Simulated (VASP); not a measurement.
# Li16B (a cell with a defect) in VASP: further runs, part 2 of 2

VASP 6.6.1.

### Step 4. Single point, PBE

Contents of INCAR:

```
SYSTEM = Li16B
PREC = Accurate
ENCUT = 520
EDIFF = 1E-6
ISMEAR = -1
SIGMA = 0.15
LREAL = Auto
LASPH = .True.
NELM = 60
ALGO = Normal
ISIF = 2
LWAVE = .False.
LCHARG = .False.
GGA = PE
NBANDS = 40
```

Contents of KPOINTS:

```
regular mesh
0
Gamma
  3 3 3
  0 0 0
```

Contents of POSCAR:

```
Li16B
1.0
    6.9800000000      0.0000000000      0.0000000000
    0.0000000000      6.9800000000      0.0000000000
    0.0000000000      0.0000000000      6.9800000000
Li B
16 1
Direct
    0.0029209169      0.0659691977      0.0523787966
    0.4984786533     -0.0108194842      0.0072998567
    0.0002379656      0.4604820917     -0.0052171920
   -0.0001704871      0.0380593123      0.4516252149
    0.2942315186      0.2580444126      0.2578289398
    0.4993873926      0.4952946991     -0.0403673352
    0.5004948424     -0.0475179083      0.4796802292
    0.7101777937      0.2586830946      0.2573277937
   -0.0059912607      0.5321120344      0.5540146132
    0.2170333811      0.6711358166      0.2513959885
    0.2471855301      0.2432206304      0.6970978510
    0.5028252149      0.5270719198      0.5267312321
    0.7813439828      0.6766777937      0.2463422636
    0.7498740688      0.2383703438      0.7038128940
    0.2242234957      0.7861934097      0.7743722063
    0.7746369628      0.7880691977      0.7774336676
    0.0027194842      0.3540587393      0.3002458453
```

Potentials or basis: VASP PAW PBE potentials, release 64 (Li_sv, B).

Command:

```bash
> cat potpaw_PBE.64/Li_sv/POTCAR potpaw_PBE.64/B/POTCAR > POTCAR
> mpirun -np 1 vasp_std > vasp.out
```

OUTCAR:

```text
SYSTEM = Li16B
   PREC = Accurate
   ENCUT = 520
   EDIFF = 1E-6
   ISMEAR = -1
   LREAL = Auto
   LASPH = .True.
   NELM = 60
   ISIF = 2
   GGA = PE

 ion  position               nearest neighbor table
   1  0.003  0.066  0.052-
   2  0.498  0.989  0.007-
   3  0.000  0.460  0.995-  17 2.26
   4  1.000  0.038  0.452-
   5  0.294  0.258  0.258-  17 2.16
   6  0.499  0.495  0.960-
   7  0.500  0.952  0.480-
[... 786 lines left out ...]
  -------------------------------------------------------------------------------------
  Total       -0.8663707     -2.8837291     -1.4704473     -0.0218176      1.1463936     -0.0452468
  in kB       -4.0817656    -13.5862242     -6.9277750     -0.1027900      5.4010482     -0.2131730
  external PRESSURE =      -8.1985883 kB  Pullay stress =       0.0000000 kB

 VOLUME and BASIS-vectors are now :
 -----------------------------------------------------------------------------
  energy-cutoff  :      520.00
  volume of cell :      340.07
      direct lattice vectors                 reciprocal lattice vectors
     6.980000000  0.000000000  0.000000000     0.143266476  0.000000000  0.000000000
     0.000000000  6.980000000  0.000000000     0.000000000  0.143266476  0.000000000
     0.000000000  0.000000000  6.980000000     0.000000000  0.000000000  0.143266476

 POSITION                                       TOTAL-FORCE (eV/Angst)
 -----------------------------------------------------------------------------------
      0.02039      0.46046      0.36560        -0.004000      0.006819     -0.014418
      3.47938      6.90448      0.05095         0.001942     -0.018061      0.019012
      0.00166      3.21417      6.94358        -0.000467      0.014245     -0.030988
      6.97881      0.26565      3.15234        -0.004905      0.032928      0.012308
      2.05374      1.80115      1.79965         0.023754      0.002529      0.003461
      3.48572      3.45716      6.69824        -0.002758      0.009241      0.012001
[... 9 lines left out ...]
      5.40697      5.50072      5.42649        -0.002306      0.003702     -0.007663
      0.01898      2.47133      2.09572         0.004018      0.024179     -0.053321
 -----------------------------------------------------------------------------------
    total drift:                                0.001180     -0.003700      0.000025

  FREE ENERGIE OF THE ION-ELECTRON SYSTEM (eV)
  ---------------------------------------------------
  free  energy   TOTEN  =       -35.5347068234 eV

  energy  without entropy=      -34.8958932648  energy(sigma->0) =      -35.21530004
```

OSZICAR:

```text
N       E                     dE             d eps       ncg     rms          rms(c)
DAV:   1     0.302432451651E+03    0.30243E+03   -0.21842E+04  1128   0.126E+03
DAV:   2     0.381773118972E+02   -0.26426E+03   -0.24682E+03  1160   0.341E+02
DAV:   3    -0.220566013630E+02   -0.60234E+02   -0.58596E+02  2008   0.860E+01
DAV:   4    -0.367681533360E+02   -0.14712E+02   -0.14527E+02  1936   0.642E+01
DAV:   5    -0.398212588247E+02   -0.30531E+01   -0.30524E+01  1976   0.189E+01    0.792E+00
DAV:   6    -0.364194493209E+02    0.34018E+01   -0.21033E+01  1312   0.131E+01    0.454E+00
DAV:   7    -0.355754889386E+02    0.84396E+00   -0.35629E+00  1640   0.424E+00    0.139E+00
DAV:   8    -0.355902494946E+02   -0.14761E-01   -0.43803E-01  1736   0.149E+00    0.108E+00
DAV:   9    -0.355496801502E+02    0.40569E-01   -0.43815E-02  1576   0.701E-01    0.672E-01
DAV:  10    -0.355341731240E+02    0.15507E-01   -0.40283E-02  1416   0.590E-01    0.267E-01
DAV:  11    -0.355347176080E+02   -0.54448E-03   -0.41853E-03  1872   0.188E-01    0.237E-01
DAV:  12    -0.355347396388E+02   -0.22031E-04   -0.39092E-04  1752   0.679E-02    0.142E-01
DAV:  13    -0.355346985101E+02    0.41129E-04   -0.59880E-04  1776   0.106E-01    0.352E-02
DAV:  14    -0.355347073066E+02   -0.87965E-05   -0.10987E-04  1664   0.363E-02    0.266E-02
DAV:  15    -0.355347068234E+02    0.48318E-06   -0.80507E-06  1744   0.160E-02
   1 F= -.35534707E+02 E0= -.35215300E+02  d E =-.638814E+00
```

It took 2.5 min on 1 thread of Intel Xeon 6975P-C (Granite Rapids), shared host; peak memory 0.4 GiB.

Results:

```
Free energy            : -35.5347 eV
Largest force          : 0.059 eV/Å
Band gap on the k mesh : zero (an odd number of electrons rules out a gap without spin polarisation)
```

Forces on the atoms (eV/Å):
```
Li  -0.004  0.007 -0.014
Li   0.002 -0.018  0.019
Li   0.000  0.014 -0.031
Li  -0.005  0.033  0.012
Li   0.024  0.003  0.003
Li  -0.003  0.009  0.012
Li   0.000 -0.007 -0.016
Li  -0.018  0.000  0.001
Li   0.001 -0.028  0.007
Li  -0.019 -0.009  0.009
Li   0.026 -0.013  0.032
Li  -0.006 -0.004 -0.002
Li   0.024 -0.010  0.006
Li  -0.028 -0.013  0.032
Li   0.006  0.008 -0.009
Li  -0.002  0.004 -0.008
B    0.004  0.024 -0.053
```

Levels at points of the mesh, in eV from the Fermi level:
| k point | band 23 | band 24 | band 25 | band 26 | band 27 | band 28 | band 29 | band 30 |
| --- | --- | --- | --- | --- | --- | --- | --- | --- |
| (0.00, 0.00, 0.00) | -1.02 | -0.27 | -0.21 | 0.15 | 0.18 | 0.41 | 0.49 | 1.09 |

Caveat: the cutoff is under 1.25 times the usual one of these potentials, so pressure, stress and relaxed cells hold a basis-set (Pulay) error.

### Step 5. Overview

| cell | gap on the mesh (eV) | largest force (eV/Å) |
| --- | --- | --- |
| as given, atomic positions A | none | 0.05 |
| as given, atomic positions B | none | 0.06 |
| as given, atomic positions C | none | 0.06 |

Alike in all rows: task single point; level PBE; potentials or basis VASP PAW PBE potentials, release 64 (Li_sv, B); no spin polarisation; k mesh 3 × 3 × 3; cutoff (eV) 520; smearing fermi-dirac 0.15 eV.

Caveats: the cutoff is under 1.25 times the usual one of these potentials, so pressure, stress and relaxed cells hold a basis-set (Pulay) error.

Absolute energies hang on the potentials; compare differences alone.
